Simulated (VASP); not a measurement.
# Fe: single point with r2SCAN

Crystal: Fe.

```xyz
1
Lattice="-1.4314 1.4314 1.4314 1.4314 -1.4314 1.4314 1.4314 1.4314 -1.4314" Properties=species:S:1:pos:R:3 pbc="T T T"
Fe    0.0000    0.0000    0.0000
```

```yaml
Program: VASP 6.6.1
Task: single point
Functional: r2SCAN
Potentials_or_basis: VASP PAW PBE potentials, release 64 (Fe)
Cutoff: 520 eV
k_mesh: 15 × 15 × 15
Occupations: fermi-dirac, width 0.1 eV
Spin: collinear spin, ferromagnetic start
Starting_moments: "[0.4] μB"
Dipole_correction: no
Further_INCAR_settings: ALGO = Normal; EDIFF = 1e-06; NBANDS = 14
```

- Pressure: 0.4 GPa
- Net moment: 2.66 μB per cell
- Site moments: Fe +2.73 μB
- Valence electrons inside the program's atomic spheres: Fe 7.21

Levels at points of the mesh, in eV from the Fermi level:
Spin up:
```
           k point  band 3  band 4  band 5  band 6  band 7  band 8
(0.00, 0.00, 0.00)   -3.08   -3.08   -1.87   -1.87   25.66   25.66
```
Spin down:
| k point | band 1 | band 2 | band 3 | band 4 | band 5 | band 6 | band 7 | band 8 |
| --- | --- | --- | --- | --- | --- | --- | --- | --- |
| (0.00, 0.00, 0.00) | -9.14 | 0.35 | 0.35 | 0.35 | 2.56 | 2.56 | 25.31 | 25.31 |

It took 2.2 min on 1 thread of AMD EPYC 7R43 64-Core Processor (Zen 3) (shared host), peak memory 0.11 GiB.

Caveat: the PAW data sets were made with another functional, which shifts forces and pressure a little.
